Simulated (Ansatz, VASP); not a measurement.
**CdSe: VASP beside Ansatz**

Contents of INCAR:

```
PREC     = Accurate       # precision mode
ENCUT    = 520            # plane-wave cutoff, eV
EDIFF    = 1E-7           # SCF threshold, eV
ISMEAR   = -1             # smearing method
SIGMA    = 0.1            # smearing width, eV
LREAL    = F              # projectors in reciprocal space
LASPH    = T              # aspherical terms in the spheres
NELM     = 80             # most SCF steps
ALGO     = Normal         # electronic algorithm
ISIF     = 2              # what is computed and relaxed
LWAVE    = F              # write WAVECAR
LCHARG   = F              # write CHGCAR
GGA      = PE             # functional
NBANDS   = 16             # bands
```

File KPOINTS:

```
regular mesh
0
Gamma
  11 11 11
```

Contents of POSCAR:

```
CdSe
1.0
    0.0000000000      2.5383301412      2.5383301412
    2.5383301412      0.0000000000      2.5383301412
    2.5383301412      2.5383301412      0.0000000000
Cd Se
1 1
Direct
    0.0000000000      0.0000000000      0.0000000000
    0.2500000000      0.2500000000      0.2500000000
```

Input for Ansatz:

```yaml
crystal:
  lattice:
    - [0.0, 2.5383301412, 2.5383301412]
    - [2.5383301412, 0.0, 2.5383301412]
    - [2.5383301412, 2.5383301412, 0.0]
  atoms:
    - { symbol: Cd, position: [0.0, 0.0, 0.0] }
    - { symbol: Se, position: [0.25, 0.25, 0.25] }
kpoints:
  mp_grid: { grid: [11, 11, 11] }
  band_path:
    path:
      - [0.0, 0.0, 0.0]
      - [-0.5, -0.5, 0.0]
      - [-0.375, -0.375, 0.25]
      - [-0.375, 0.0, 0.375]
      - [0.0, 0.0, 0.0]
      - [0.0, 0.0, 0.5]
      - [-0.5, -0.25, 0.25]
      - [-0.5, -0.5, 0.0]
    npoints: 8
scf:
  occupations: { method: fermi_dirac, width: 0.1 }
hamiltonian:
  xc: pbe
  pseudopotentials: { kind: all_electron, lapw: { basis_error: 0.001 } }
output:
  forces: true
  stress: true
  eigenvalues: true
  populations: true
  dos: { projected: true, de: 0.2, e_range: [-14, 8] }
```

Change from the starting cell: volume scaled by 0.55, LAPW.

Alike in both runs: task single point; functional PBE; k mesh 11 × 11 × 11; occupations fermi-dirac, width 0.1 eV; no spin polarisation.

|  | VASP | Ansatz |
| --- | --- | --- |
| version | VASP 6.6.1 | Ansatz 0.2.0 |
| potentials or method | VASP PAW PBE potentials, release 64 (Cd, Se), cutoff 520 eV | all-electron LAPW, scalar-relativistic |

```csv
,VASP,Ansatz,Ansatz less VASP
pressure (GPa),111.1,108.0,-3.07
```

Both programs put the cell under a high pressure, so it lies far from rest at this level. Ansatz ran all-electron here, and VASP with PAW potentials.

Noted on VASP's run: the cell as given lies far from equilibrium.
